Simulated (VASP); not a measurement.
## As: relaxation of cell and atoms with PBE

As:

```xyz
2
Lattice="1.4259 -4.1513 0.0000 1.4259 4.1513 0.0000 -0.1211 0.0000 3.4331" Properties=species:S:1:pos:R:3 pbc="T T T"
As    1.3956   -3.0637    0.8583
As    1.3350    3.0637    2.5749
```

```yaml
Program: VASP 6.6.1
Task: relaxation of cell and atoms
Functional: PBE
Potentials_or_basis: VASP PAW PBE potentials, release 64 (As)
Cutoff: 600 eV
k_mesh: 6 × 6 × 6
Occupations: gaussian, width 0.1 eV
Spin: no spin polarisation
Dipole_correction: no
Further_INCAR_settings: ALGO = Normal; EDIFF = 1e-06; IBRION = 2; EDIFFG = -0.04; NSW = 90; ISIF = 3
```

| Quantity | Value |
| --- | --- |
| Relaxed volume | 22.28 Å³/atom |
| Relaxed cell | a = 4.445 Å, b = 4.445 Å, c = 3.759 Å, α = 89.84°, β = 89.84°, γ = 143.15° |
| Space group after relaxing (to 0.05 Å) | C2/c (No. 15) |
| Energy gained by relaxing | 237.1 meV/atom |
| Ionic steps | 21 |
| Pressure after relaxing | -0.1 GPa |
| Largest force after relaxing | 0.005 eV/Å |
| Band gap on the k mesh | zero (band 5 reaches 9.97 eV, above the bottom of band 6 at 2.61 eV) |

Forces on the atoms (eV/Å):
```
As   0.000  0.005  0.000
As   0.000 -0.005  0.000
```

Stress tensor (GPa, compression positive):
```
 0.00  0.00 -0.13
 0.00 -0.17  0.00
-0.13  0.00 -0.16
```

The path:
```
step  energy change (eV)  largest force (eV/Å)  pressure (GPa)  volume (Å³)
   1              0.0000                0.8078           -0.53        40.64
   2             -0.1268                1.0209            0.57        40.22
   3             -0.3301                0.0518            7.02        38.60
   4             -0.3794                0.0344            3.96        40.18
   5             -0.3865                0.0063            2.45        41.08
   6             -0.4069                0.0439            1.26        41.72
   7             -0.4179                0.1621           -0.45        42.76
   8             -0.4289                0.1712           -0.31        42.82
   9             -0.4494                0.1923            0.32        42.96
  10             -0.4500                0.0759            1.63        42.99
  11             -0.4599                0.1460            0.85        43.02
  12             -0.4597                0.1202            1.16        43.02
  13             -0.4606                0.1314            1.01        43.02
  14             -0.4653                0.1990           -0.16        44.17
  15             -0.4659                0.1825            0.11        43.89
  16             -0.4713                0.0612            0.24        44.14
  17             -0.4721                0.1666            0.37        44.47
  18             -0.4728                0.0617            0.32        44.33
  19             -0.4736                0.0170           -0.43        44.76
  20             -0.4736                0.0003           -0.26        44.66
  21             -0.4743                0.0048           -0.11        44.55
```

Final structure:
```
CELL_PARAMETERS angstrom
1.40499 -4.21748 0.02369
1.40499 4.21748 0.02369
-0.03109 0.00000 3.75878
ATOMIC_POSITIONS crystal
As 0.89926 0.10074 0.25000
As 0.10074 0.89926 0.75000
```

Levels at points of the mesh, in eV from the Fermi level:
```tsv
k point	band 3	band 4	band 5	band 6	band 7	band 8
(0.00, 0.00, 0.00)	-4.05	-3.56	1.31	3.51	3.96	5.57
(0.50, 0.00, 0.00)	-5.60	-3.12	-1.19	0.27	2.29	3.95
(0.50, 0.50, 0.00)	-2.77	-1.00	-0.55	0.77	3.27	7.36
(0.00, 0.00, 0.50)	-2.95	-2.95	-0.24	-0.24	5.31	5.31
(0.50, 0.00, 0.50)	-4.39	-4.36	-2.12	-2.05	2.56	2.61
(0.50, 0.50, 0.50)	-5.88	-5.88	5.11	5.11	5.26	5.26
```

Wall time 4.3 min on 1 thread of Intel(R) Xeon(R) Platinum 8124M CPU @ 3.00GHz (Skylake/Cascade Lake) (shared host), peak memory 0.21 GiB.

Caveat: the k points lie up to 0.39 Å⁻¹ apart in the final cell.
